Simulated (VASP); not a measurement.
Crystal: BaTiO3.

```
CELL_PARAMETERS angstrom
4.00600 0.00000 0.00000
0.00000 4.00600 0.00000
0.00000 0.00000 4.00600
ATOMIC_POSITIONS crystal
Ba 0.50000 0.50000 0.50000
Ti 0.00000 0.00000 0.00000
O 0.50000 0.00000 0.00000
O 0.00000 0.50000 0.00000
O 0.00000 0.00000 0.50000
```

Base run:

- Program: VASP 6.6.1
- Functional: PBE
- Potentials or basis: VASP PAW PBE potentials, release 64 (Ba_sv, Ti_sv, O)
- Cutoff: 520 eV
- k mesh: 6 × 6 × 6
- Occupations: methfessel-paxton, width 0.05 eV
- Spin: no spin polarisation

Its results: band gap on the k mesh 1.74 eV, indirect (least direct gap 1.89 eV); pressure 3.4 GPa.

Question: The run is repeated on the same cell with these changes: functional from PBE to PBEsol. What comes out?

Answer: Band gap on the k mesh 1.69 eV, indirect (least direct gap 1.84 eV); pressure -2.8 GPa.

PBEsol binds more tightly than PBE, so the same cell stands under less pressure.

Caveats: spin-orbit coupling is left out, which moves the levels of the heavy elements; the PAW data sets were made with another functional, which shifts forces and pressure a little (some runs).

A k mesh can miss the band edges.
